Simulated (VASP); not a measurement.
# SiO2 (P-4m2) in VASP: a series of runs

Runs on SiO2. Level: r2SCAN. Tasks: single point.

All numbers are computed with VASP 6.6.1; they aren't measurements. Logs are shortened: lines on timing, memory, paths and dates and some standing lists are left out, and cuts for length are marked.

### Step 1. The cell of the first run

It takes space group P-4m2 (No. 115, tetragonal). The conventional cell has a = 6.799 Å, b = 6.799 Å, c = 6.236 Å, α = 90.00°, β = 90.00°, γ = 90.00°. Si (site symmetry m) has 4 O at 1.56 to 1.60 Å within 2.1 Å. Within 2.1 Å of Si (site symmetry -4m2) lie 4 O at 1.60 Å. Within 2.1 Å of O (site symmetry m) lie 2 Si at 1.59 to 1.60 Å. Within 2.1 Å of O (site symmetry 2) lie 2 Si at 1.60 Å. Within 2.1 Å of O (site symmetry 2mm) lie 2 Si at 1.56 Å.

### Step 2. Single point, r2SCAN (19.22 Å³/atom)

Input file POSCAR:

```
SiO2
1.0
    6.7990047054      0.0000000000      0.0000000000
    0.0000000000      6.7990047054      0.0000000000
    0.0000000000      0.0000000000      6.2362971577
Si O
5 10
Direct
    0.2703477858      0.0000000000      0.1193364413
    0.0000000000      0.7296522142      0.8806635587
    0.0000000000      0.2703477858      0.8806635587
    0.7296522142      0.0000000000      0.1193364413
    0.0000000000      0.0000000000      0.5000000000
    0.1982197128      0.0000000000      0.3626642620
    0.0000000000      0.8017802872      0.6373357380
    0.0000000000      0.1982197128      0.6373357380
    0.8017802872      0.0000000000      0.3626642620
    0.1947695159      0.1947695159      0.0000000000
    0.1947695159      0.8052304841      0.0000000000
    0.8052304841      0.1947695159      0.0000000000
    0.8052304841      0.8052304841      0.0000000000
    0.5000000000      0.0000000000      0.1159146213
    0.0000000000      0.5000000000      0.8840853787
```

Input file INCAR.step1:

```
SYSTEM = SiO2
ALGO = Normal ; EDIFF = 1E-4
ENCUT = 520 ; GGA = PE
ISMEAR = 0 ; LASPH = .True.
LCHARG = .False. ; LREAL = Auto
LWAVE = .True. ; NBANDS = 53
NELM = 80 ; PREC = Accurate
SIGMA = 0.02
```

Input file INCAR.step2:

```
SYSTEM = SiO2
ALGO = Normal ; EDIFF = 1E-7
ENCUT = 520 ; ISIF = 2
ISMEAR = 0 ; ISTART = 1
LASPH = .True. ; LCHARG = .False.
LMIXTAU = .True. ; LREAL = Auto
LWAVE = .False. ; METAGGA = R2SCAN
NBANDS = 53 ; NELM = 80
PREC = Accurate ; SIGMA = 0.02
```

Input file KPOINTS:

```
k-points
0
Gamma
  4 4 4
  0 0 0
```

Potentials or basis: VASP PAW PBE potentials, release 64 (Si, O).

The run is started by

```console
> cat potpaw_PBE.64/Si/POTCAR potpaw_PBE.64/O/POTCAR > POTCAR
> cp INCAR.step1 INCAR
> mpirun -np 1 vasp_std > vasp.out
> cp INCAR.step2 INCAR
> mpirun -np 1 vasp_std > vasp.out
```

OUTCAR:

```text
SYSTEM = SiO2
   EDIFF = 1E-7
   ENCUT = 520
   ISIF = 2
   ISMEAR = 0
   ISTART = 1
   LASPH = .True.
   LREAL = Auto
   METAGGA = R2SCAN
   NELM = 80
   PREC = Accurate

 ion  position               nearest neighbor table
   1  0.270  0.000  0.119-  14 1.56   6 1.59  11 1.60  10 1.60   2 3.00   3 3.00   5 3.00   4 3.12

   2  0.000  0.730  0.881-  15 1.56   7 1.59  13 1.60  11 1.60   1 3.00   4 3.00   5 3.00   3 3.12

   3  0.000  0.270  0.881-  15 1.56   8 1.59  12 1.60  10 1.60   1 3.00   4 3.00   5 3.00   2 3.12

   4  0.730  0.000  0.119-  14 1.56   9 1.59  13 1.60  12 1.60   2 3.00   3 3.00   5 3.00   1 3.12

   5  0.000  0.000  0.500-   6 1.60   7 1.60   8 1.60   9 1.60   1 3.00   2 3.00   3 3.00   4 3.00

   6  0.198  0.000  0.363-   1 1.59   5 1.60
   7  0.000  0.802  0.637-   2 1.59   5 1.60
   8  0.000  0.198  0.637-   3 1.59   5 1.60
   9  0.802  0.000  0.363-   4 1.59   5 1.60
  10  0.195  0.195  0.000-   1 1.60   3 1.60
  11  0.195  0.805  0.000-   1 1.60   2 1.60
  12  0.805  0.195  0.000-   3 1.60   4 1.60
  13  0.805  0.805  0.000-   2 1.60   4 1.60
  14  0.500  0.000  0.116-   1 1.56   4 1.56
  15  0.000  0.500  0.884-   2 1.56   3 1.56

  LATTYP: Found a simple tetragonal cell.
 ALAT       =     6.7990047054
 C/A-ratio  =     0.9172367763

  Lattice vectors:

 A1 = (   6.7990047054,   0.0000000000,   0.0000000000)
 A2 = (   0.0000000000,   6.7990047054,   0.0000000000)
 A3 = (   0.0000000000,   0.0000000000,   6.2362971577)

Analysis of symmetry for initial positions (statically):
=====================================================================
 Subroutine PRICEL returns:
 Original cell was already a primitive cell.

 Routine SETGRP: Setting up the symmetry group for a
 simple tetragonal supercell.

 Subroutine GETGRP returns: Found  8 space group operations
 (whereof  8 operations were pure point group operations)
 out of a pool of 16 trial point group operations.

The static configuration has the point symmetry D_2d.

Analysis of symmetry for dynamics (positions and initial velocities):
=====================================================================
 Subroutine PRICEL returns:
 Original cell was already a primitive cell.

 Routine SETGRP: Setting up the symmetry group for a
 simple tetragonal supercell.

 Subroutine GETGRP returns: Found  8 space group operations
 (whereof  8 operations were pure point group operations)
 out of a pool of 16 trial point group operations.

The dynamic configuration has the point symmetry D_2d.

 Subroutine INISYM returns: Found  8 space group operations
 (whereof  8 operations are pure point group operations),
 and found     1 'primitive' translations

----------------------------------------------------------------------------------------

                                     Primitive cell

  volume of cell :     288.2820

  direct lattice vectors                    reciprocal lattice vectors
     6.799004705  0.000000000  0.000000000     0.147080351  0.000000000  0.000000000
     0.000000000  6.799004705  0.000000000     0.000000000  0.147080351  0.000000000
     0.000000000  0.000000000  6.236297158     0.000000000  0.000000000  0.160351564

  length of vectors
     6.799004705  6.799004705  6.236297158     0.147080351  0.147080351  0.160351564

  position of ions in fractional coordinates (direct lattice)
     0.270347786  0.000000000  0.119336441
     0.000000000  0.729652214  0.880663559
     0.000000000  0.270347786  0.880663559
     0.729652214  0.000000000  0.119336441
     0.000000000  0.000000000  0.500000000
     0.198219713  0.000000000  0.362664262
     0.000000000  0.801780287  0.637335738
     0.000000000  0.198219713  0.637335738
     0.801780287  0.000000000  0.362664262
     0.194769516  0.194769516  0.000000000
     0.194769516  0.805230484  0.000000000
     0.805230484  0.194769516  0.000000000
     0.805230484  0.805230484  0.000000000
     0.500000000  0.000000000  0.115914621
     0.000000000  0.500000000  0.884085379

  ion indices of the primitive-cell ions
   primitive index   ion index
                 1           1
                 2           2
                 3           3
                 4           4
                 5           5
                 6           6
                 7           7
                 8           8
                 9           9
                10          10
                11          11
                12          12
                13          13
                14          14
                15          15

----------------------------------------------------------------------------------------

 KPOINTS: k-points

Automatic generation of k-mesh.
 Grid dimensions read from file:
 generate k-points for:    4    4    4

 Generating k-lattice:

  Cartesian coordinates                     Fractional coordinates (reciprocal lattice)
     0.036770088  0.000000000  0.000000000     0.250000000  0.000000000  0.000000000
     0.000000000  0.036770088  0.000000000     0.000000000  0.250000000  0.000000000
     0.000000000  0.000000000  0.040087891     0.000000000  0.000000000  0.250000000

  Length of vectors
     0.036770088  0.036770088  0.040087891

  Shift w.r.t. Gamma in fractional coordinates (k-lattice)
     0.000000000  0.000000000  0.000000000

 Subroutine IBZKPT returns following result:
 ===========================================

 Found     18 irreducible k-points:

 Following reciprocal coordinates:
            Coordinates               Weight
  0.000000  0.000000  0.000000      1.000000
  0.250000  0.000000  0.000000      4.000000
  0.500000  0.000000  0.000000      2.000000
  0.250000  0.250000  0.000000      4.000000
  0.500000  0.250000  0.000000      4.000000
  0.500000  0.500000  0.000000      1.000000
[... 10 lines left out ...]
  0.500000  0.250000  0.500000      4.000000
  0.500000  0.500000  0.500000      1.000000
   k-points           NKPTS =     18   k-points in BZ     NKDIM =     18   number of bands    NBANDS=     53
   number of dos      NEDOS =    301   number of ions     NIONS =     15
   total plane-waves  NPLWV = 139968
   dimension x,y,z NGX =    54 NGY =   54 NGZ =   48
   dimension x,y,z NGXF=   108 NGYF=  108 NGZF=   96
   ions per type =               5  10
   NGX,Y,Z   is equivalent  to a cutoff of  13.20, 13.20, 12.80 a.u.
   NGXF,Y,Z  is equivalent  to a cutoff of  26.41, 26.41, 25.59 a.u.
 SYSTEM =  SiO2
   PREC   = accura    normal or accurate (medium, high low for compatibility)
   ISTART =      1    job   : 0-new  1-cont  2-samecut
   ICHARG =      0    charge: 1-file 2-atom 10-const
   ISPIN  =      1    spin polarized calculation?
   LNONCOLLINEAR =      F non collinear calculations
   LSORBIT =      F    spin-orbit coupling
   LASPH  =      T    aspherical Exc in radial PAW
   ENCUT  =  520.0 eV  38.22 Ry    6.18 a.u.  12.64 12.64 11.60*2*pi/ulx,y,z
   NELM   =     80;   NELMIN=  2; NELMDL=  0     # of ELM steps
   EDIFF  = 0.1E-06   stopping-criterion for ELM
   LREAL  =      T    real-space projection
   EDIFFG = 0.1E-05   stopping-criterion for IOM
   NSW    =      0    number of steps for IOM
   IBRION =     -1    ionic relax: 0-MD 1-quasi-New 2-CG
   NFREE  =      0    steps in history (QN), initial steepest desc. (CG)
   ISIF   =      2    stress and relaxation
   ISYM   =      2    0-nonsym 1-usesym 2-fastsym
   POTIM  = 0.5000    time-step for ionic-motion
   TEBEG  =    0.0;   TEEND  =   0.0 temperature during run
   PSTRESS=    0.0 pullay stress
   NELECT =      80.0000    total number of electrons
   NUPDOWN=      -1.0000    fix difference up-down
   EMIN   =  10.00;   EMAX   =-10.00  energy-range for DOS
   EFERMI =   0.00;   METHOD = LEGACY
   ISMEAR =     0;   SIGMA  =   0.02  broadening in eV -4-tet -1-fermi 0-gaus
   EFERMI_NEDOS =   21; number of points for ismear=-14 and -15
   IALGO  =     38    algorithm
   IMIX   =      4    mixing-type and parameters
     AMIX     =   0.40;   BMIX     =  1.00
     AMIX_MAG =   1.60;   BMIX_MAG =  1.00
  volume/ion in A,a.u.               =      19.22       129.69
  Fermi-wavevector in a.u.,A,eV,Ry     =   1.067822  2.017892 15.513969  1.140245
  Thomas-Fermi vector in A             =   2.203451
   LORBIT       =      0    0 simple, 1 ext, 2 COOP (PROOUT), +10 PAW based schemes
   METAGGA = R2SCAN    functional components
   LHFCALC =     F    Hartree Fock is set to
   AEXX    =    0.0000 exact exchange contribution
   IVDW    =     0    specifies the selected vdW correction
   LEPSILON=     F    determine dielectric tensor
   LRPA    =     F    only Hartree local field effects (RPA)
 non-spin polarized calculation
 Gauss-broadening in eV      SIGMA  =   0.02
  energy-cutoff  :      520.00
  volume of cell :      288.28
 maximum number of plane-waves:      7799
 NGX is ok and might be reduce to    54
   NGX = 25   NGY = 25   NGZ = 23

 number of electron      80.0000020 magnetization

 Free energy of the ion-electron system (eV)
  ---------------------------------------------------
  ext. energy  EPLUGINS =         0.00000000
  ---------------------------------------------------
  free energy    TOTEN  =      -148.15082608 eV

  energy without entropy =     -148.15082608  energy(sigma->0) =     -148.15082608

 E-fermi :  -2.1768     XC(G=0):  -6.8324

 val. band max:       -2.2802495870   @ k =   0.5000   0.5000   0.0000
 cond. band min:       4.1830978489   @ k =   0.0000   0.0000   0.0000
 fundamental gap:      6.4633474359
 Fermi energy:        -2.1768058453

 k-point     1 :       0.0000    0.0000    0.0000
  band No.  band energies     occupation
      1     -23.1022      2.00000
      2     -21.9232      2.00000
      3     -21.8364      2.00000
      4     -21.8240      2.00000
      5     -21.8240      2.00000
      6     -21.0192      2.00000
[... 979 lines left out ...]
     51       8.4992      0.00000
     52       8.6736      0.00000
 [bands above 52 left out]

------------------------ aborting loop because EDIFF is reached ----------------------------------------

  FORCE on cell =-STRESS in cart. coord.  units (eV):
  Direction    XX          YY          ZZ          XY          YZ          ZX
  --------------------------------------------------------------------------------------
  -------------------------------------------------------------------------------------
  Total       11.0476362     11.0476362     11.1703329      0.0000000     -0.0000000      0.0000000
  in kB       61.3991646     61.3991646     62.0810728      0.0000000     -0.0000000      0.0000000
  external PRESSURE =      61.6264673 kB  Pullay stress =       0.0000000 kB

 VOLUME and BASIS-vectors are now :
 -----------------------------------------------------------------------------
  energy-cutoff  :      520.00
  volume of cell :      288.28
      direct lattice vectors                 reciprocal lattice vectors
     6.799004705  0.000000000  0.000000000     0.147080351  0.000000000  0.000000000
     0.000000000  6.799004705  0.000000000     0.000000000  0.147080351  0.000000000
     0.000000000  0.000000000  6.236297158     0.000000000  0.000000000  0.160351564

 POSITION                                       TOTAL-FORCE (eV/Angst)
 -----------------------------------------------------------------------------------
      1.83810      0.00000      0.74422         0.118826      0.000000      0.011299
      0.00000      4.96091      5.49208         0.000000     -0.118826     -0.011299
      0.00000      1.83810      5.49208         0.000000      0.118826     -0.011299
      4.96091      0.00000      0.74422        -0.118826      0.000000      0.011299
      0.00000      0.00000      3.11815         0.000000     -0.000000     -0.000000
      1.34770      0.00000      2.26168        -0.002795      0.000000     -0.002284
      0.00000      5.45131      3.97462         0.000000      0.002795      0.002284
      0.00000      1.34770      3.97462         0.000000     -0.002795      0.002284
      5.45131      0.00000      2.26168         0.002795     -0.000000     -0.002284
      1.32424      1.32424      0.00000        -0.007231     -0.007231     -0.000000
      1.32424      5.47477      0.00000        -0.007231      0.007231     -0.000000
      5.47477      1.32424      0.00000         0.007231     -0.007231     -0.000000
      5.47477      5.47477      0.00000         0.007231      0.007231     -0.000000
      3.39950      0.00000      0.72288         0.000000      0.000000      0.008429
      0.00000      3.39950      5.51342         0.000000      0.000000     -0.008429
 -----------------------------------------------------------------------------------
    total drift:                               -0.000000      0.000000     -0.000000

  FREE ENERGIE OF THE ION-ELECTRON SYSTEM (eV)
  ---------------------------------------------------
  free  energy   TOTEN  =      -148.1508260848 eV

  energy  without entropy=     -148.1508260848  energy(sigma->0) =     -148.15082608
```

Wall time 28 min (1 thread of Oxide Virtual Turin-like, shared host); peak memory 0.44 GiB.

What came out:

```
Free energy            : -148.1508 eV
Pressure               : 6.2 GPa
Largest force          : 0.119 eV/Å
Band gap on the k mesh : 6.46 eV (least direct gap 6.52 eV)
```

Forces in eV/Å, atoms in the order of the input:
```
Si   0.119  0.000  0.011
Si   0.000 -0.119 -0.011
Si   0.000  0.119 -0.011
Si  -0.119  0.000  0.011
Si   0.000  0.000  0.000
O   -0.003  0.000 -0.002
O    0.000  0.003  0.002
O    0.000 -0.003  0.002
O    0.003  0.000 -0.002
O   -0.007 -0.007  0.000
O   -0.007  0.007  0.000
O    0.007 -0.007  0.000
O    0.007  0.007  0.000
O    0.000  0.000  0.008
O    0.000  0.000 -0.008
```

Levels at points of the mesh, in eV from the valence-band top:
```
           k point  band 36  band 37  band 38  band 39  band 40  band 41  band 42  band 43  band 44  band 45
(0.00, 0.00, 0.00)    -1.11    -1.11    -0.88    -0.88    -0.06     6.46     9.36     9.65    10.07    10.17
(0.50, 0.00, 0.00)    -1.10    -1.01    -0.67    -0.48    -0.02     7.26     7.95     9.58    10.09    10.12
(0.50, 0.50, 0.00)    -1.38    -0.48    -0.48    -0.47     0.00     7.97     8.67     8.71     8.71    10.16
(0.00, 0.00, 0.50)    -1.05    -1.01    -0.75    -0.54    -0.54     7.61     7.99     9.25     9.70    10.41
(0.50, 0.00, 0.50)    -1.11    -0.79    -0.53    -0.49    -0.30     8.27     8.73     8.76     8.98     9.51
(0.50, 0.50, 0.50)    -1.13    -0.64    -0.35    -0.29    -0.29     8.66     9.17     9.37     9.41     9.41
```

Caveat: the cell stands under pressure; the PAW data sets were made with another functional, which shifts forces and pressure a little.

(Part 1 of 2 ends here.)
